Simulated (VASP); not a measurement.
Sm2Si, 3 atoms in the cell. Symmetry: P4/mmm, No. 123, tetragonal system. Conventional cell: a = 5.657 Å, b = 5.657 Å, c = 3.280 Å, α = 90.00°, β = 90.00°, γ = 90.00°. Within 3.7 Å of Sm (site symmetry mmm) lie 2 Si at 2.83 Å and 2 Sm at 3.28 Å. Si (site symmetry 4/mmm) has 4 Sm at 2.83 Å and 2 Si at 3.28 Å within 3.7 Å. The cell was built from a structure type or drawn by symmetry, and may not be a known phase.

| Quantity | Value |
| --- | --- |
| Program | VASP 6.6.1 |
| Task | single point |
| Functional | PBE |
| Potentials or basis | VASP PAW PBE potentials, release 64 (Sm_3, Si), 4f in core |
| Cutoff | 500 eV |
| k mesh | 4 × 4 × 4 |
| Occupations | gaussian, width 0.1 eV |
| Spin | no spin polarisation |
| Dipole correction | no |
| Mended | yes |
| Further INCAR settings | ALGO = Normal; EDIFF = 1e-06; NBANDS = 20 |

Potentials or basis: VASP PAW PBE potentials, release 64 (Sm_3, Si), 4f in core.

Run with:

```sh
$ cat potpaw_PBE.64/Sm_3/POTCAR potpaw_PBE.64/Si/POTCAR > POTCAR
$ mpirun -np 1 vasp_std > vasp.out
```

Hardware: 1 thread of Intel(R) Xeon(R) 6975P-C (Granite Rapids), on a shared host.

**Question.** How long does it take, and how much memory?

**Answer.** Wall time 13 s on 1 thread of Intel(R) Xeon(R) 6975P-C (Granite Rapids), on a shared host, peak memory 0.21 GiB. Counts: scf iterations 13, k points 18.
